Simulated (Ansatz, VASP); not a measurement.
**Cu in VASP and in Ansatz**

INCAR

```
PREC = Accurate
ENCUT = 520
EDIFF = 1E-7
ISMEAR = -1
SIGMA = 0.1
LREAL = False
LASPH = True
NELM = 100
ALGO = Normal
ISIF = 2
LWAVE = False
LCHARG = False
GGA = PS
NBANDS = 18
```

File KPOINTS:

```
regular mesh
0
Gamma
  17 17 17
```

POSCAR

```
Cu
1.0
    0.0000000000      2.5438731561      2.5438731561
    2.5438731561      0.0000000000      2.5438731561
    2.5438731561      2.5438731561      0.0000000000
Cu
2
Direct
    0.1250000000      0.1250000000      0.1250000000
    0.8750000000      0.8750000000      0.8750000000
```

Input for Ansatz:

```yaml
crystal:
  lattice:
    - [0.0, 2.5438731561, 2.5438731561]
    - [2.5438731561, 0.0, 2.5438731561]
    - [2.5438731561, 2.5438731561, 0.0]
  atoms:
    - { symbol: Cu, position: [0.125, 0.125, 0.125] }
    - { symbol: Cu, position: [0.875, 0.875, 0.875] }
hamiltonian:
  xc: pbesol
  pseudopotentials:
    kind: paw
    azcp:
      Cu: "pseudopotentials/Cu.paw.azcp"
basis:
  ecutwfc: 420
  fft_grid_basis: typed
kpoints:
  mp_grid: { grid: [17, 17, 17], shift: [0, 0, 0] }
magnetization:
  spin_polarized: false
scf:
  occupations: { method: fermi_dirac, width: 0.1 }
output:
  stress: true
```

Alike in both runs: task single point; functional PBEsol; k mesh 17 × 17 × 17; occupations fermi-dirac, width 0.1 eV; no spin polarisation.

|  | VASP | Ansatz |
| --- | --- | --- |
| version | VASP 6.6.1 | Ansatz 0.2.0 |
| potentials or method | VASP PAW PBE potentials, release 64 (Cu), cutoff 520 eV | plane waves (420 eV) with PAW, scalar-relativistic |
| valence electrons in the cell | 22 | 38 |

|  | VASP | Ansatz | Ansatz less VASP |
| --- | --- | --- | --- |
| pressure (GPa) | 7.4 | 7.0 | -0.39 |

VASP's potentials were made for PBE, not for PBEsol, and Ansatz warns of the same on its side. VASP's potentials hold 22 valence electrons a cell and Ansatz's 38, so a difference there can come from the potentials and not from the codes.
